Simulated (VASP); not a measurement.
Set up this calculation in VASP 6.6.1, as the native input.

- Task: single point
- Functional: PBEsol
- Potentials or basis: VASP PAW PBE potentials, release 64 (Ta_pv, Si)
- Cutoff: 520 eV
- k mesh: 12 × 12 × 6
- Occupations: gaussian, width 0.15 eV
- Spin: no spin polarisation
- Dipole correction: no
- Further INCAR settings: ALGO = Normal; EDIFF = 1e-06; NBANDS = 38

The structure of TaSi2 lies in POSCAR:

```
TaSi2
1.0
    4.7608595319      0.0000000000      0.0000000000
   -2.3804297659      4.1230252985      0.0000000000
    0.0000000000      0.0000000000      6.5557841497
Ta Si
3 6
Direct
    0.5136428947      0.0272857894      0.5000000000
    0.5136428947      0.4863571053      0.8333333333
   -0.0272857894      0.4863571053      0.1666666667
    0.1695998275      0.3391996551      0.5000000000
    0.8510647415      0.1489352585      0.8333333333
    0.6608003449      0.8304001725      0.1666666667
    0.8510647415      0.7021294831      0.5000000000
    0.1695998275      0.8304001725      0.8333333333
    0.2978705169      0.1489352585      0.1666666667
```

This cell differs from its parent crystal: atoms displaced along a vibrational mode.

These files were run (other wordings do the same):

INCAR

```
SYSTEM = TaSi2
PREC = Accurate ; ENCUT = 520
EDIFF = 1E-6 ; ISMEAR = 0
SIGMA = 0.15 ; LREAL = .FALSE.
LASPH = .TRUE. ; NELM = 60
ALGO = Normal ; ISIF = 2
LWAVE = .FALSE. ; LCHARG = .FALSE.
GGA = PS ; NBANDS = 38
```

KPOINTS

```
Automatic mesh
0
G
  12 12 6
  0 0 0
```

Potentials or basis: VASP PAW PBE potentials, release 64 (Ta_pv, Si).

Run with:

```bash
$ cat potpaw_PBE.64/Ta_pv/POTCAR potpaw_PBE.64/Si/POTCAR > POTCAR
$ mpirun -np 1 vasp_std > vasp.out
```

It gave:

The pressure is 0.6 GPa. The largest force is 0.870 eV/Å and the band gap on the k mesh is zero (an odd number of electrons rules out a gap without spin polarisation).

Caveat: the cell differs from its parent crystal (atoms displaced along a vibrational mode); the PAW data sets were made with another functional, which shifts forces and pressure a little; spin-orbit coupling is left out, which moves the levels of the heavy elements.

Run time: 3.9 min on 1 thread of Intel(R) Xeon(R) 6975P-C (Granite Rapids), on a shared host, peak memory 0.49 GiB.
